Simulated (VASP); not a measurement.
# Cu (P6_3/mmc) in VASP: a series of runs, part 2 of 3

VASP 6.6.1. Earlier steps stand in the parts before.

**3. Single point, r2SCAN (strain -0.080 along x and y, +0.080 along z)**

Input file POSCAR:

```
Cu
1.0
    2.3313689362      0.0000000000      0.0000000000
   -1.1656844681      2.0190247244      0.0000000000
    0.0000000000      0.0000000000      4.4415766800
Cu
2
Direct
    0.3333333333      0.6666666667      0.2500000000
    0.6666666667      0.3333333333      0.7500000000
```

Input file INCAR.step1:

```
SYSTEM = Cu
PREC = Accurate
ENCUT = 520
ISMEAR = 0
SIGMA = 0.15
LREAL = .FALSE.
LASPH = .TRUE.
NELM = 60
NBANDS = 18
GGA = PE
ALGO = Normal
EDIFF = 1E-4
LWAVE = .TRUE.
LCHARG = .FALSE.
```

Input file INCAR.step2:

```
SYSTEM = Cu
PREC = Accurate
ENCUT = 520
EDIFF = 1E-7
ISMEAR = 0
SIGMA = 0.15
LREAL = .FALSE.
LASPH = .TRUE.
NELM = 60
ALGO = Normal
ISIF = 2
LWAVE = .FALSE.
LCHARG = .FALSE.
METAGGA = R2SCAN
LMIXTAU = .TRUE.
NBANDS = 18
ISTART = 1
```

Input file KPOINTS:

```
Automatic mesh
0
G
  24 24 12
  0 0 0
```

Potentials or basis: VASP PAW PBE potentials, release 64 (Cu).

On the command line:

```sh
$ cat potpaw_PBE.64/Cu/POTCAR > POTCAR
$ cp INCAR.step1 INCAR
$ mpirun -np 1 vasp_std > vasp.out
$ cp INCAR.step2 INCAR
$ mpirun -np 1 vasp_std > vasp.out
```

OUTCAR:

```text
SYSTEM = Cu
   PREC = Accurate
   ENCUT = 520
   EDIFF = 1E-7
   ISMEAR = 0
   LREAL = .FALSE.
   LASPH = .TRUE.
   NELM = 60
   ISIF = 2
   METAGGA = R2SCAN
   ISTART = 1

 ion  position               nearest neighbor table
   1  0.333  0.667  0.250-   2 2.60   2 2.60   2 2.60   2 2.60   2 2.60   2 2.60
   2  0.667  0.333  0.750-   1 2.60   1 2.60   1 2.60   1 2.60   1 2.60   1 2.60

  LATTYP: Found a hexagonal cell.
 ALAT       =     2.3313689362
 C/A-ratio  =     1.9051367679

  Lattice vectors:

 A1 = (   2.3313689362,   0.0000000000,   0.0000000000)
 A2 = (  -1.1656844681,   2.0190247244,   0.0000000000)
 A3 = (   0.0000000000,   0.0000000000,   4.4415766800)

Analysis of symmetry for initial positions (statically):
=====================================================================
 Subroutine PRICEL returns:
 Original cell was already a primitive cell.

 Routine SETGRP: Setting up the symmetry group for a
 hexagonal supercell.

 Subroutine GETGRP returns: Found 24 space group operations
 (whereof 12 operations were pure point group operations)
 out of a pool of 24 trial point group operations.

The static configuration has the point symmetry D_3d.
 The point group associated with its full space group is D_6h.

Analysis of symmetry for dynamics (positions and initial velocities):
=====================================================================
 Subroutine PRICEL returns:
 Original cell was already a primitive cell.

 Routine SETGRP: Setting up the symmetry group for a
 hexagonal supercell.

 Subroutine GETGRP returns: Found 24 space group operations
 (whereof 12 operations were pure point group operations)
 out of a pool of 24 trial point group operations.

The dynamic configuration has the point symmetry D_3d.
 The point group associated with its full space group is D_6h.

 Subroutine INISYM returns: Found 24 space group operations
 (whereof 12 operations are pure point group operations),
 and found     1 'primitive' translations
[... 106 lines left out ...]
   NELECT =      22.0000    total number of electrons
   NUPDOWN=      -1.0000    fix difference up-down
   EMIN   =  10.00;   EMAX   =-10.00  energy-range for DOS
   EFERMI =   0.00;   METHOD = LEGACY
   ISMEAR =     0;   SIGMA  =   0.15  broadening in eV -4-tet -1-fermi 0-gaus
   EFERMI_NEDOS =   21; number of points for ismear=-14 and -15
   IALGO  =     38    algorithm
   IMIX   =      4    mixing-type and parameters
     AMIX     =   0.40;   BMIX     =  1.00
     AMIX_MAG =   1.60;   BMIX_MAG =  1.00
  volume/ion in A,a.u.               =      10.45        70.54
  Fermi-wavevector in a.u.,A,eV,Ry     =   1.665147  3.146671 37.725050  2.772713
  Thomas-Fermi vector in A             =   2.751567
   LORBIT       =      0    0 simple, 1 ext, 2 COOP (PROOUT), +10 PAW based schemes
   METAGGA = R2SCAN    functional components
   LHFCALC =     F    Hartree Fock is set to
   AEXX    =    0.0000 exact exchange contribution
   IVDW    =     0    specifies the selected vdW correction
   LEPSILON=     F    determine dielectric tensor
   LRPA    =     F    only Hartree local field effects (RPA)
 non-spin polarized calculation
 Gauss-broadening in eV      SIGMA  =   0.15
  energy-cutoff  :      520.00
  volume of cell :       20.91
 maximum number of plane-waves:       593
 NGX is ok and might be reduce to    18
   NGX =  9   NGY =  9   NGZ = 17

 number of electron      21.9999978 magnetization

 Free energy of the ion-electron system (eV)
  ---------------------------------------------------
  ext. energy  EPLUGINS =         0.00000000
  ---------------------------------------------------
  free energy    TOTEN  =       -21.24018611 eV

  energy without entropy =      -21.23268645  energy(sigma->0) =      -21.23643628

 E-fermi :   9.1144     XC(G=0): -14.5575

 val. band max:        9.1137496064   @ k =   0.2917   0.0833   0.3333
 cond. band min:       9.1207434158   @ k =   0.4583   0.0417   0.3333
 fundamental gap:      0.0069938094
 Fermi energy:         9.1143994339

 k-point     1 :       0.0000    0.0000    0.0000
  band No.  band energies     occupation
      1      -1.6545      2.00000
      2       2.5311      2.00000
      3       4.7955      2.00000
      4       5.4416      2.00000
      5       5.4417      2.00000
      6       5.5741      2.00000
[... 481 lines left out ...]
      5       5.5964      2.00000
      6       5.8668      2.00000
[... 10 lines left out ...]
     17      26.0508      0.00000
     18      32.7272      0.00000

 [... further k-points ...]
[... 5 lines left out ...]
  --------------------------------------------------------------------------------------
  -------------------------------------------------------------------------------------
  Total        5.2439924      5.2439924     -0.4585651      0.0000000      0.0000000      0.0000000
  in kB      401.8674500    401.8674500    -35.1416165      0.0000000      0.0000000      0.0000000
  external PRESSURE =     256.1977612 kB  Pullay stress =       0.0000000 kB

 VOLUME and BASIS-vectors are now :
 -----------------------------------------------------------------------------
  energy-cutoff  :      520.00
  volume of cell :       20.91
      direct lattice vectors                 reciprocal lattice vectors
     2.331368936  0.000000000  0.000000000     0.428932540  0.247644318  0.000000000
    -1.165684468  2.019024724  0.000000000     0.000000000  0.495288635  0.000000000
     0.000000000  0.000000000  4.441576680     0.000000000  0.000000000  0.225145274

 POSITION                                       TOTAL-FORCE (eV/Angst)
 -----------------------------------------------------------------------------------
     -0.00000      1.34602      1.11039        -0.000000      0.000000      0.000000
      1.16568      0.67301      3.33118         0.000000      0.000000      0.000000
 -----------------------------------------------------------------------------------
    total drift:                               -0.000000      0.000000     -0.000000

  FREE ENERGIE OF THE ION-ELECTRON SYSTEM (eV)
  ---------------------------------------------------
  free  energy   TOTEN  =       -21.2401861102 eV

  energy  without entropy=      -21.2326864535  energy(sigma->0) =      -21.23643628
```

OUTCAR.step1:

```text
SYSTEM = Cu
   PREC = Accurate
   ENCUT = 520
   ISMEAR = 0
   LREAL = .FALSE.
   LASPH = .TRUE.
[... 729 lines left out ...]
     -0.00000      1.34602      1.11039        -0.000000      0.000000      0.000000
      1.16568      0.67301      3.33118         0.000000      0.000000      0.000000
 -----------------------------------------------------------------------------------
    total drift:                               -0.000000      0.000000     -0.000000

  FREE ENERGIE OF THE ION-ELECTRON SYSTEM (eV)
  ---------------------------------------------------
  free  energy   TOTEN  =        -6.9220943012 eV

  energy  without entropy=       -6.9145322855  energy(sigma->0) =       -6.91831329
```

It took 8.7 min on 1 thread of Intel Xeon Platinum 8259CL at 2.50GHz (Skylake/Cascade Lake), shared host; peak memory 0.24 GiB.

Results:

| Quantity | Value |
| --- | --- |
| Free energy | -21.2402 eV |
| Pressure | 25.6 GPa |
| Band gap on the k mesh | zero (band 11 reaches 14.55 eV, above the bottom of band 12 at 6.82 eV) |

Stress tensor (GPa, compression positive):
```
40.19  0.00  0.00
 0.00 40.19  0.00
 0.00  0.00 -3.51
```

Caveat: the cell differs from its parent crystal (strain -0.080 along x and y, +0.080 along z); the PAW data sets were made with another functional, which shifts forces and pressure a little.

[end of part 2 of 3]
